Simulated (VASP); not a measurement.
Set up this calculation in VASP 6.6.1, as the native input.

```
Task                   : relaxation of cell and atoms
Functional             : r2SCAN
Potentials or basis    : VASP PAW PBE potentials, release 64 (B, P)
Cutoff                 : 600 eV
k mesh                 : 8 × 8 × 8
Occupations            : gaussian, width 0.01 eV
Spin                   : no spin polarisation
Target pressure        : -2 GPa
Dipole correction      : no
Further INCAR settings : ALGO = Normal; EDIFF = 1e-06; IBRION = 2; EDIFFG = -0.002; NSW = 100; ISIF = 3
```

The system is BP.

```
CELL_PARAMETERS angstrom
2.26826 2.26826 0.00000
-2.26826 2.26826 0.00000
0.00000 2.26826 2.26826
ATOMIC_POSITIONS crystal
B 0.00000 0.00000 0.00000
P 0.75000 0.25000 0.50000
```

The input as run:

POSCAR

```
BP
1.0
    2.2682571427      2.2682571427      0.0000000000
   -2.2682571427      2.2682571427      0.0000000000
    0.0000000000      2.2682571427      2.2682571427
B P
1 1
Direct
    0.0000000000      0.0000000000      0.0000000000
    0.7500000000      0.2500000000      0.5000000000
```

INCAR.step1

```
SYSTEM = BP
PREC = Accurate
ENCUT = 600
ISMEAR = 0
SIGMA = 0.01
LREAL = .FALSE.
LASPH = .TRUE.
NELM = 60
GGA = PE
ALGO = Normal
EDIFF = 1E-4
LWAVE = .TRUE.
LCHARG = .FALSE.
```

INCAR.step2

```
SYSTEM = BP
PREC = Accurate
ENCUT = 600
EDIFF = 1E-6
ISMEAR = 0
SIGMA = 0.01
LREAL = .FALSE.
LASPH = .TRUE.
NELM = 60
ALGO = Normal
ISIF = 3
LWAVE = .FALSE.
LCHARG = .FALSE.
METAGGA = R2SCAN
LMIXTAU = .TRUE.
IBRION = 2
NSW = 100
EDIFFG = -0.002
PSTRESS = -20.0
ISTART = 1
```

KPOINTS

```
Automatic mesh
0
G
  8 8 8
  0 0 0
```

Potentials or basis: VASP PAW PBE potentials, release 64 (B, P).

Launch:

```sh
$ cat potpaw_PBE.64/B/POTCAR potpaw_PBE.64/P/POTCAR > POTCAR
$ cp INCAR.step1 INCAR
$ mpirun -np 1 vasp_std > vasp.out
$ cp INCAR.step2 INCAR
$ mpirun -np 1 vasp_std > vasp.out
```

Results of the run:

```
Relaxed volume                                         : 11.78 Å³/atom
Relaxed cell                                           : a = 3.218 Å, b = 3.218 Å, c = 3.218 Å, α = 60.00°, β = 60.00°, γ = 90.00°
Space group after relaxing (to 0.05 Å)                 : F-43m (No. 216)
Energy change on relaxing (the enthalpy is what falls) : +0.8 meV/atom
Ionic steps                                            : 3
Pressure after relaxing                                : -2.0 GPa
Band gap on the k mesh                                 : 1.49 eV, indirect (least direct gap 3.63 eV)
```

Caveat: the cell is relaxed towards a set pressure, so the enthalpy falls and the energy may rise; the PAW data sets were made with another functional, which shifts forces and pressure a little.

Run time: 48 s on 1 thread of AMD EPYC 9R45 96-Core Processor (Zen 5), with other jobs on the host, peak memory 0.13 GiB.
